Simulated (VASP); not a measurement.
Set up this calculation in VASP 6.6.1, as the native input.

| Quantity | Value |
| --- | --- |
| Task | single point |
| Functional | PBEsol |
| Potentials or basis | VASP PAW PBE potentials, release 64 (C) |
| Cutoff | 520 eV |
| k mesh | 24 × 24 × 24 |
| Occupations | fermi-dirac, width 0.08 eV |
| Spin | no spin polarisation |
| Dipole correction | no |
| Further INCAR settings | ALGO = Normal; EDIFF = 1e-06; NBANDS = 8 |

The structure of C lies in POSCAR:

```
C
1.0
    0.0000000000      1.4329813445      1.4329813445
    1.4329813445      0.0000000000      1.4329813445
    1.4329813445      1.4329813445      0.0000000000
C
1
Direct
    0.0000000000      0.0000000000      0.0000000000
```

This cell differs from its parent crystal: volume scaled by 0.84.

These files were run (other wordings do the same):

INCAR

```
ALGO = Normal
EDIFF = 1E-6
ENCUT = 520
GGA = PS
ISIF = 2
ISMEAR = -1
LASPH = T
LCHARG = F
LREAL = F
LWAVE = F
NBANDS = 8
NELM = 100
PREC = Accurate
SIGMA = 0.08
```

KPOINTS

```
k-points
0
Gamma
  24 24 24
```

Potentials or basis: VASP PAW PBE potentials, release 64 (C).

Run with:

```sh
$ cat potpaw_PBE.64/C/POTCAR > POTCAR
$ mpirun -np 1 vasp_std > vasp.out
```

Results of the run:

The pressure is 40.4 GPa. The band gap on the k mesh is zero (band 2 reaches 20.65 eV, above the bottom of band 3 at 7.06 eV).

Caveat: the PAW data sets were made with another functional, which shifts forces and pressure a little.

It took 10 s on 1 thread of Intel(R) Xeon(R) Platinum 8259CL CPU @ 2.50GHz (Skylake/Cascade Lake), on a shared host, peak memory 0.12 GiB.
